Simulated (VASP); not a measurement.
# ScSi4O: relaxation of cell and atoms with PBE

Crystal: ScSi4O.

```xyz
6
Lattice="0.0000 3.6237 3.6237 3.6237 0.0000 3.6237 3.6237 3.6237 0.0000" Properties=species:S:1:pos:R:3 pbc="T T T"
Sc    1.8118    1.8118    1.8118
Si    2.7189    4.5285    2.7189
Si    2.7189    2.7189    4.5285
Si    4.5285    4.5285    4.5285
Si    4.5285    2.7189    2.7189
O     0.0000    0.0000    0.0000
```

The cell was built from a structure type or drawn by symmetry, and may not be a known phase.

```json
{
  "Program": "VASP 6.6.1",
  "Task": "relaxation of cell and atoms",
  "Functional": "PBE",
  "Potentials or basis": "VASP PAW PBE potentials, release 64 (Sc_sv, Si, O)",
  "Cutoff": "600 eV",
  "k mesh": "4 × 4 × 4",
  "Occupations": "gaussian, width 0.1 eV",
  "Spin": "no spin polarisation",
  "Dipole correction": "no",
  "Further INCAR settings": "ALGO = Normal; EDIFF = 1e-06; IBRION = 2; EDIFFG = -0.04; NSW = 90; ISIF = 3"
}
```

```json
{
  "Relaxed volume": "14.32 Å³/atom",
  "Relaxed cell": "a = 4.953 Å, b = 4.953 Å, c = 4.953 Å, α = 60.00°, β = 60.00°, γ = 60.00°",
  "Space group after relaxing (to 0.1 Å)": "F-43m (No. 216)",
  "Energy gained by relaxing": "51.7 meV/atom",
  "Ionic steps": "4",
  "Pressure after relaxing": "0.3 GPa",
  "Largest force after relaxing": "0.028 eV/Å",
  "Band gap on the k mesh": "zero (an odd number of electrons rules out a gap without spin polarisation)"
}
```

Forces on the atoms (eV/Å):
```
Sc   0.000  0.000  0.000
Si  -0.016  0.016 -0.016
Si  -0.016 -0.016  0.016
Si   0.016  0.016  0.016
Si   0.016 -0.016 -0.016
O    0.000  0.000  0.000
```

Step by step:
```csv
step,energy change (eV),largest force (eV/Å),pressure (GPa),volume (Å³)
1,0.0000,0.5572,-9.11,95.17
2,-0.2718,0.2301,4.22,83.27
3,-0.3102,0.0437,0.05,86.07
4,-0.3101,0.0284,0.28,85.90
```

Final structure:
```xyz
6
Lattice="0.0000 3.5020 3.5020 3.5020 0.0000 3.5020 3.5020 3.5020 0.0000" Properties=species:S:1:pos:R:3 pbc="T T T"
Sc    1.7510    1.7510    1.7510
Si    2.6162    4.3878    2.6162
Si    2.6162    2.6162    4.3878
Si    4.3878    4.3878    4.3878
Si    4.3878    2.6162    2.6162
O     7.0040    7.0040    7.0040
```

Levels at points of the mesh, in eV from the Fermi level:
| k point | band 12 | band 13 | band 14 | band 15 | band 16 | band 17 | band 18 | band 19 | band 20 |
| --- | --- | --- | --- | --- | --- | --- | --- | --- | --- |
| (0.00, 0.00, 0.00) | -4.61 | -4.61 | -2.65 | -2.65 | -1.67 | -1.67 | -1.67 | 1.38 | 3.23 |
| (0.50, 0.00, 0.00) | -4.30 | -2.04 | -1.72 | -1.72 | 0.65 | 0.65 | 0.82 | 1.23 | 1.90 |
| (0.50, 0.50, 0.00) | -1.79 | -1.79 | -1.23 | -1.04 | -0.26 | 0.04 | 0.04 | 0.89 | 1.24 |

Wall time 2.7 min on 1 thread of Intel Xeon 8259CL (shared host), peak memory 0.28 GiB.

Caveat: the k points lie up to 0.39 Å⁻¹ apart in the final cell, too coarse for converged energies and pressures of a metal; an odd number of electrons without spin polarisation forces a metal; a magnetic or distorted state may lie lower.
